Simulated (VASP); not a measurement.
# Ge (Im-3m) in VASP: notebook

The runs below take Ge through single point, with PBE.

Everything below comes from runs of VASP 6.6.1. Logs are shortened: lines on timing, memory, paths and dates and some standing lists are left out, and cuts for length are marked.

**1. The cell of the first run**

It takes space group Im-3m (No. 229, cubic). The conventional cell has a = 3.357 Å, b = 3.357 Å, c = 3.357 Å, α = 90.00°, β = 90.00°, γ = 90.00°. Ge (site symmetry m-3m) has 14 Ge at 2.91 to 3.36 Å within 3.8 Å.

**2. Single point, PBE (Sn replaced by Ge, lengths x 0.918, strained)**

Input file INCAR:

```
  ALGO = Normal
  EDIFF = 1E-6
  ENCUT = 520
  GGA = PE
  ISIF = 2
  ISMEAR = 0
  LASPH = True
  LCHARG = False
  LREAL = False
  LWAVE = False
  NBANDS = 13
  NELM = 100
  PREC = Accurate
  SIGMA = 0.1
```

Input file KPOINTS:

```
k-points
0
Gamma
  18 18 18
```

Input file POSCAR:

```
Ge
1.0
   -1.6785976116      1.6785976116      1.6785976116
    1.6785976116     -1.6785976116      1.6785976116
    1.6785976116      1.6785976116     -1.6785976116
Ge
1
Direct
    0.0000000000      0.0000000000      0.0000000000
```

Potentials or basis: VASP PAW PBE potentials, release 64 (Ge_d).

Launch:

```console
cat potpaw_PBE.64/Ge_d/POTCAR > POTCAR
mpirun -np 1 vasp_std > vasp.out
```

OUTCAR:

```text
EDIFF = 1E-6
   ENCUT = 520
   GGA = PE
   ISIF = 2
   ISMEAR = 0
   LASPH = True
   LREAL = False
   NELM = 100
   PREC = Accurate

 ion  position               nearest neighbor table
   1  0.000  0.000  0.000-

  LATTYP: Found a body centered cubic cell.
 ALAT       =     3.3571952232

  Lattice vectors:

 A1 = (  -1.6785976116,   1.6785976116,   1.6785976116)
 A2 = (   1.6785976116,  -1.6785976116,   1.6785976116)
 A3 = (   1.6785976116,   1.6785976116,  -1.6785976116)

Analysis of symmetry for initial positions (statically):
=====================================================================
 Subroutine PRICEL returns:
 Original cell was already a primitive cell.

 Routine SETGRP: Setting up the symmetry group for a
 body centered cubic supercell.

 Subroutine GETGRP returns: Found 48 space group operations
 (whereof 48 operations were pure point group operations)
 out of a pool of 48 trial point group operations.

The static configuration has the point symmetry O_h .

Analysis of symmetry for dynamics (positions and initial velocities):
=====================================================================
 Subroutine PRICEL returns:
 Original cell was already a primitive cell.

 Routine SETGRP: Setting up the symmetry group for a
 body centered cubic supercell.

 Subroutine GETGRP returns: Found 48 space group operations
 (whereof 48 operations were pure point group operations)
 out of a pool of 48 trial point group operations.

The dynamic configuration has the point symmetry O_h .

 Subroutine INISYM returns: Found 48 space group operations
 (whereof 48 operations are pure point group operations),
 and found     1 'primitive' translations

----------------------------------------------------------------------------------------

                                     Primitive cell

  volume of cell :      18.9191

  direct lattice vectors                    reciprocal lattice vectors
    -1.678597612  1.678597612  1.678597612     0.000000000  0.297867694  0.297867694
     1.678597612 -1.678597612  1.678597612     0.297867694  0.000000000  0.297867694
     1.678597612  1.678597612 -1.678597612     0.297867694  0.297867694  0.000000000

  length of vectors
     2.907416349  2.907416349  2.907416349     0.421248533  0.421248533  0.421248533

  position of ions in fractional coordinates (direct lattice)
     0.000000000  0.000000000  0.000000000

  ion indices of the primitive-cell ions
   primitive index   ion index
                 1           1

----------------------------------------------------------------------------------------

 KPOINTS: k-points

Automatic generation of k-mesh.
 Grid dimensions read from file:
 generate k-points for:   18   18   18

 Generating k-lattice:

  Cartesian coordinates                     Fractional coordinates (reciprocal lattice)
     0.000000000  0.016548205  0.016548205     0.055555556  0.000000000  0.000000000
     0.016548205  0.000000000  0.016548205     0.000000000  0.055555556  0.000000000
     0.016548205  0.016548205  0.000000000     0.000000000  0.000000000  0.055555556

  Length of vectors
     0.023402696  0.023402696  0.023402696

  Shift w.r.t. Gamma in fractional coordinates (k-lattice)
     0.000000000  0.000000000  0.000000000

 Subroutine IBZKPT returns following result:
 ===========================================

 Found    195 irreducible k-points:

 Following reciprocal coordinates:
            Coordinates               Weight
  0.000000  0.000000  0.000000      1.000000
  0.055556  0.000000  0.000000     12.000000
  0.111111  0.000000  0.000000     12.000000
  0.166667  0.000000  0.000000     12.000000
  0.222222  0.000000  0.000000     12.000000
  0.277778  0.000000  0.000000     12.000000
[... 16 lines left out ...]
  0.333333  0.111111  0.000000     48.000000
  0.388889  0.111111  0.000000     48.000000
 [... further k-points ...]
   k-points           NKPTS =    195   k-points in BZ     NKDIM =    195   number of bands    NBANDS=     13
   number of dos      NEDOS =    301   number of ions     NIONS =      1
   total plane-waves  NPLWV =  13824
   dimension x,y,z NGX =    24 NGY =   24 NGZ =   24
   dimension x,y,z NGXF=    48 NGYF=   48 NGZF=   48
   ions per type =               1
   NGX,Y,Z   is equivalent  to a cutoff of  13.72, 13.72, 13.72 a.u.
   NGXF,Y,Z  is equivalent  to a cutoff of  27.45, 27.45, 27.45 a.u.
 SYSTEM =  unknown system
   PREC   = accura    normal or accurate (medium, high low for compatibility)
   ISTART =      0    job   : 0-new  1-cont  2-samecut
   ICHARG =      2    charge: 1-file 2-atom 10-const
   ISPIN  =      1    spin polarized calculation?
   LNONCOLLINEAR =      F non collinear calculations
   LSORBIT =      F    spin-orbit coupling
   LASPH  =      T    aspherical Exc in radial PAW
   ENCUT  =  520.0 eV  38.22 Ry    6.18 a.u.   5.41  5.41  5.41*2*pi/ulx,y,z
   NELM   =    100;   NELMIN=  2; NELMDL= -5     # of ELM steps
   EDIFF  = 0.1E-05   stopping-criterion for ELM
   LREAL  =      F    real-space projection
   EDIFFG = 0.1E-04   stopping-criterion for IOM
   NSW    =      0    number of steps for IOM
   IBRION =     -1    ionic relax: 0-MD 1-quasi-New 2-CG
   NFREE  =      0    steps in history (QN), initial steepest desc. (CG)
   ISIF   =      2    stress and relaxation
   ISYM   =      2    0-nonsym 1-usesym 2-fastsym
   POTIM  = 0.5000    time-step for ionic-motion
   TEBEG  =    0.0;   TEEND  =   0.0 temperature during run
   PSTRESS=    0.0 pullay stress
   NELECT =      14.0000    total number of electrons
   NUPDOWN=      -1.0000    fix difference up-down
   EMIN   =  10.00;   EMAX   =-10.00  energy-range for DOS
   EFERMI =   0.00;   METHOD = LEGACY
   ISMEAR =     0;   SIGMA  =   0.10  broadening in eV -4-tet -1-fermi 0-gaus
   EFERMI_NEDOS =   21; number of points for ismear=-14 and -15
   IALGO  =     38    algorithm
   IMIX   =      4    mixing-type and parameters
     AMIX     =   0.40;   BMIX     =  1.00
     AMIX_MAG =   1.60;   BMIX_MAG =  1.00
  volume/ion in A,a.u.               =      18.92       127.67
  Fermi-wavevector in a.u.,A,eV,Ry     =   1.480759  2.798228 29.832758  2.192646
  Thomas-Fermi vector in A             =   2.594753
   LORBIT       =      0    0 simple, 1 ext, 2 COOP (PROOUT), +10 PAW based schemes
   GGA     = PE    functional components
   LHFCALC =     F    Hartree Fock is set to
   AEXX    =    0.0000 exact exchange contribution
   IVDW    =     0    specifies the selected vdW correction
   LEPSILON=     F    determine dielectric tensor
   LRPA    =     F    only Hartree local field effects (RPA)
 non-spin polarized calculation
 Gauss-broadening in eV      SIGMA  =   0.10
  energy-cutoff  :      520.00
  volume of cell :       18.92
 maximum number of plane-waves:       531
 NGX is ok and might be reduce to    24
   NGX = 11   NGY = 11   NGZ = 11

 number of electron      14.0000003 magnetization

 Free energy of the ion-electron system (eV)
  ---------------------------------------------------
  ext. energy  EPLUGINS =         0.00000000
  ---------------------------------------------------
  free energy    TOTEN  =        -4.17645938 eV

  energy without entropy =       -4.17255959  energy(sigma->0) =       -4.17450949

 E-fermi :   6.7544     XC(G=0): -11.2868

 val. band max:        6.7525867048   @ k =   0.2222   0.1667   0.0000
 cond. band min:       6.7630715150   @ k =   0.2778   0.2222   0.0000
 fundamental gap:      0.0104848102
 Fermi energy:         6.7544329895

 k-point     1 :       0.0000    0.0000    0.0000
  band No.  band energies     occupation
      1     -17.9952      2.00000
      2     -17.9952      2.00000
      3     -17.9952      2.00000
      4     -17.9098      2.00000
      5     -17.9098      2.00000
      6      -6.3798      2.00000
      7      15.8888      0.00000
      8      15.8888      0.00000
      9      15.8889      0.00000
     10      21.6818      0.00000
     11      21.6818      0.00000
     12      21.6818      0.00000
     13      23.6995      0.00000

 k-point     2 :       0.0556    0.0000    0.0000
  band No.  band energies     occupation
      1     -17.9961      2.00000
      2     -17.9940      2.00000
      3     -17.9911      2.00000
      4     -17.9108      2.00000
      5     -17.9099      2.00000
      6      -6.2985      2.00000
      7      15.2278      0.00000
      8      15.5732      0.00000
      9      15.8079      0.00000
     10      21.0519      0.00000
     11      21.1413      0.00000
     12      22.1487      0.00000
     13      22.8827      0.00000

 k-point     3 :       0.1111    0.0000    0.0000
  band No.  band energies     occupation
      1     -17.9987      2.00000
      2     -17.9906      2.00000
      3     -17.9794      2.00000
      4     -17.9135      2.00000
      5     -17.9102      2.00000
      6      -6.0543      2.00000
      7      13.6300      0.00000
      8      14.8401      0.00000
      9      15.5732      0.00000
     10      19.9853      0.00000
     11      20.0490      0.00000
     12      22.4759      0.00000
     13      23.0788      0.00000

 k-point     4 :       0.1667    0.0000    0.0000
  band No.  band energies     occupation
      1     -18.0026      2.00000
      2     -17.9863      2.00000
      3     -17.9614      2.00000
      4     -17.9171      2.00000
      5     -17.9106      2.00000
      6      -5.6477      2.00000
      7      11.6462      0.00000
      8      13.9878      0.00000
      9      15.2166      0.00000
     10      18.9448      0.00000
     11      19.1101      0.00000
     12      22.3561      0.00000
     13      23.5062      0.00000

 k-point     5 :       0.2222    0.0000    0.0000
  band No.  band energies     occupation
      1     -18.0075      2.00000
      2     -17.9826      2.00000
      3     -17.9392      2.00000
      4     -17.9202      2.00000
      5     -17.9111      2.00000
      6      -5.0791      2.00000
      7       9.5713      0.00000
      8      13.1707      0.00000
      9      14.7946      0.00000
     10      18.0902      0.00000
     11      18.2994      0.00000
     12      22.5677      0.00000
     13      24.0491      0.00000

 k-point     6 :       0.2778    0.0000    0.0000
  band No.  band energies     occupation
      1     -18.0127      2.00000
      2     -17.9812      2.00000
      3     -17.9214      2.00000
      4     -17.9155      2.00000
      5     -17.9116      2.00000
      6      -4.3511      2.00000
      7       7.5362      0.00000
      8      12.4573      0.00000
      9      14.3707      0.00000
     10      17.4077      0.00000
     11      17.6316      0.00000
     12      23.0592      0.00000
     13      24.7148      0.00000

 k-point     7 :       0.3333    0.0000    0.0000
  band No.  band energies     occupation
      1     -18.0176      2.00000
      2     -17.9825      2.00000
      3     -17.9201      2.00000
      4     -17.9121      2.00000
      5     -17.8931      2.00000
      6      -3.4700      2.00000
      7       5.6055      2.00000
      8      11.8807      0.00000
      9      13.9968      0.00000
     10      16.8856      0.00000
     11      17.1109      0.00000
     12      23.7768      0.00000
     13      25.5113      0.00000
[... 193 lines left out ...]
 k-point    20 :       0.1667    0.1111    0.0000
  band No.  band energies     occupation
      1     -18.0030      2.00000
      2     -17.9851      2.00000
      3     -17.9323      2.00000
      4     -17.9221      2.00000
      5     -17.9114      2.00000
      6      -4.8360      2.00000
      7       9.5040      0.00000
      8      11.6799      0.00000
      9      13.9340      0.00000
     10      18.6504      0.00000
     11      19.5965      0.00000
     12      22.1950      0.00000
     13      24.7618      0.00000

 k-point    21 :       0.2222    0.1111    0.0000
  band No.  band energies     occupation
      1     -18.0074      2.00000
      2     -17.9814      2.00000
      3     -17.9236      2.00000
      4     -17.9152      2.00000
      5     -17.9093      2.00000
      6      -4.1096      2.00000
      7       7.6344      0.00000
      8      10.8134      0.00000
      9      13.4183      0.00000
     10      18.0948      0.00000
     11      19.6071      0.00000
     12      22.1744      0.00000
     13      26.4052      0.00000

 k-point    22 :       0.2778    0.1111    0.0000
  band No.  band energies     occupation
      1     -18.0116      2.00000
      2     -17.9799      2.00000
      3     -17.9223      2.00000
      4     -17.9140      2.00000
      5     -17.8932      2.00000
      6      -3.2314      2.00000
      7       5.7773      2.00000
      8      10.1751      0.00000
      9      12.9821      0.00000
     10      17.6244      0.00000
     11      19.5359      0.00000
     12      22.5143      0.00000
     13      27.5653      0.00000

 k-point    23 :       0.3333    0.1111    0.0000
  band No.  band energies     occupation
      1     -18.0151      2.00000
      2     -17.9807      2.00000
      3     -17.9194      2.00000
      4     -17.9145      2.00000
      5     -17.8784      2.00000
      6      -2.2210      2.00000
      7       4.0366      2.00000
      8       9.7286      0.00000
      9      12.6541      0.00000
     10      17.2777      0.00000
     11      19.4006      0.00000
     12      23.2128      0.00000
     13      27.9126      0.00000

 k-point    24 :       0.3889    0.1111    0.0000
  band No.  band energies     occupation
      1     -18.0173      2.00000
      2     -17.9820      2.00000
      3     -17.9168      2.00000
      4     -17.9149      2.00000
      5     -17.8688      2.00000
      6      -1.1536      2.00000
      7       2.5219      2.00000
      8       9.4627      0.00000
      9      12.4515      0.00000
     10      17.0669      0.00000
     11      19.2862      0.00000
     12      24.1444      0.00000
     13      26.9081      0.00000

 [... further k-points ...]
[... 5 lines left out ...]
  --------------------------------------------------------------------------------------
  -------------------------------------------------------------------------------------
  Total        0.1627071      0.1627071      0.1627071      0.0000000      0.0000000      0.0000000
  in kB       13.7789829     13.7789829     13.7789829      0.0000000      0.0000000      0.0000000
  external PRESSURE =      13.7789829 kB  Pullay stress =       0.0000000 kB

 VOLUME and BASIS-vectors are now :
 -----------------------------------------------------------------------------
  energy-cutoff  :      520.00
  volume of cell :       18.92
      direct lattice vectors                 reciprocal lattice vectors
    -1.678597612  1.678597612  1.678597612     0.000000000  0.297867694  0.297867694
     1.678597612 -1.678597612  1.678597612     0.297867694  0.000000000  0.297867694
     1.678597612  1.678597612 -1.678597612     0.297867694  0.297867694  0.000000000

 POSITION                                       TOTAL-FORCE (eV/Angst)
 -----------------------------------------------------------------------------------
      0.00000      0.00000      0.00000        -0.000000     -0.000000      0.000000
 -----------------------------------------------------------------------------------
    total drift:                                0.000000      0.000000     -0.000000

  FREE ENERGIE OF THE ION-ELECTRON SYSTEM (eV)
  ---------------------------------------------------
  free  energy   TOTEN  =        -4.1764593827 eV

  energy  without entropy=       -4.1725595947  energy(sigma->0) =       -4.17450949
```

It took 21 s on 1 thread of Intel Xeon Platinum 8259CL at 2.50GHz (Skylake/Cascade Lake), shared host; peak memory 0.17 GiB.

Results:

| Quantity | Value |
| --- | --- |
| Free energy | -4.1765 eV |
| Pressure | 1.4 GPa |
| Band gap on the k mesh | zero (band 7 reaches 15.89 eV, above the bottom of band 8 at 3.75 eV) |

Levels at points of the mesh, in eV from the Fermi level:
| k point | band 3 | band 4 | band 5 | band 6 | band 7 | band 8 | band 9 | band 10 | band 11 | band 12 |
| --- | --- | --- | --- | --- | --- | --- | --- | --- | --- | --- |
| (0.00, 0.00, 0.00) | -24.75 | -24.66 | -24.66 | -13.13 | 9.13 | 9.13 | 9.13 | 14.93 | 14.93 | 14.93 |
| (0.50, 0.00, 0.00) | -24.67 | -24.67 | -24.61 | -7.46 | -5.30 | 4.36 | 6.71 | 9.47 | 9.69 | 19.33 |
| (0.50, 0.50, 0.50) | -24.63 | -24.63 | -24.63 | -2.64 | -0.46 | -0.46 | -0.46 | 4.39 | 4.39 | 26.31 |

Caveat: the cell differs from its parent crystal (Sn replaced by Ge, lengths x 0.918, strained).

(Part 1 of 2 ends here.)
